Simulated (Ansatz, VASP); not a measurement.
One calculation of Al3Pd2, two programs

The input INCAR:

```
SYSTEM = Al3Pd2
ALGO     = Normal         ! electronic algorithm
EDIFF    = 1E-6           ! SCF threshold, eV
ENCUT    = 520            ! plane-wave cutoff, eV
GGA      = CA             ! functional
ISIF     = 2              ! what is computed and relaxed
ISMEAR   = -1             ! smearing method
LASPH    = .TRUE.         ! aspherical terms in the spheres
LCHARG   = .FALSE.        ! write CHGCAR
LREAL    = .FALSE.        ! projectors in reciprocal space
LWAVE    = .FALSE.        ! write WAVECAR
NBANDS   = 22             ! bands
NELM     = 60             ! most SCF steps
PREC     = Accurate       ! precision mode
SIGMA    = 0.1            ! smearing width, eV
```

Contents of KPOINTS:

```
k-points
0
G
  6 6 5
  0 0 0
```

Contents of POSCAR:

```
Al3Pd2
1.0
    4.2121540000      0.0000000000      0.0000000000
   -2.1060770000      3.6478320000      0.0000000000
    0.0000000000      0.0000000000      5.1723840000
Al Pd
3 2
Direct
    0.0000000000      0.0000000000      0.0000000000
    0.3333333333      0.6666666667      0.6449290000
    0.6666666667      0.3333333333      0.3550710000
    0.3333333333      0.6666666667      0.1568720000
    0.6666666667      0.3333333333      0.8431280000
```

Input for Ansatz:

```yaml
crystal:
  lattice:
    - [4.212154, 0.0, 0.0]
    - [-2.106077, 3.647832, 0.0]
    - [0.0, 0.0, 5.172384]
  atoms:
    - { symbol: Al, position: [0.0, 0.0, 0.0] }
    - { symbol: Al, position: [0.3333333333333333, 0.6666666666666666, 0.644929] }
    - { symbol: Al, position: [0.6666666666666666, 0.3333333333333333, 0.355071] }
    - { symbol: Pd, position: [0.3333333333333333, 0.6666666666666666, 0.156872] }
    - { symbol: Pd, position: [0.6666666666666666, 0.3333333333333333, 0.843128] }
kpoints:
  mp_grid:
    grid: [6, 6, 5]
hamiltonian:
  xc: lda
  pseudopotentials:
    kind: paw
scf:
  occupations:
    method: fermi_dirac
    width: 0.1
output:
  forces: true
  stress: true
  eigenvalues: true
```

Alike in both runs: task single point; functional LDA; k mesh 6 × 6 × 5; occupations fermi-dirac, width 0.1 eV; no spin polarisation.

|  | VASP | Ansatz |
| --- | --- | --- |
| version | VASP 6.6.1 | Ansatz 0.2.0 |
| potentials or method | VASP PAW LDA potentials, release 64 (Al, Pd) | plane waves, PAW |
| plane-wave cutoff (eV) | 520 | 420 |
| valence electrons in the cell | 29 | 45 |

Ansatz gave:

| Item | Value |
| --- | --- |
| gap on the k mesh at the Fermi level (eV) | none |
| pressure (GPa) | -4.5 |
| traceless stress, the component that is largest in VASP (GPa) | -0.53 |
| rms of the force components (eV/Å) | 0.029 |

**Question.** Which values does VASP return?

**Answer.** gap on the k mesh at the Fermi level (eV): none; pressure (GPa): -4.2; traceless stress, the component that is largest in VASP (GPa): -0.51; rms of the force components (eV/Å): 0.028.

LDA's correlation is that of Perdew and Zunger in VASP and of Perdew and Wang (1992) in Ansatz. Atom by atom the forces differ by 0.002 eV/Å (rms over components). A gap of «none» marks a metal or a gap that the smearing closes. VASP's potentials hold 29 valence electrons a cell and Ansatz's 45, so a difference there can come from the potentials and not from the codes.
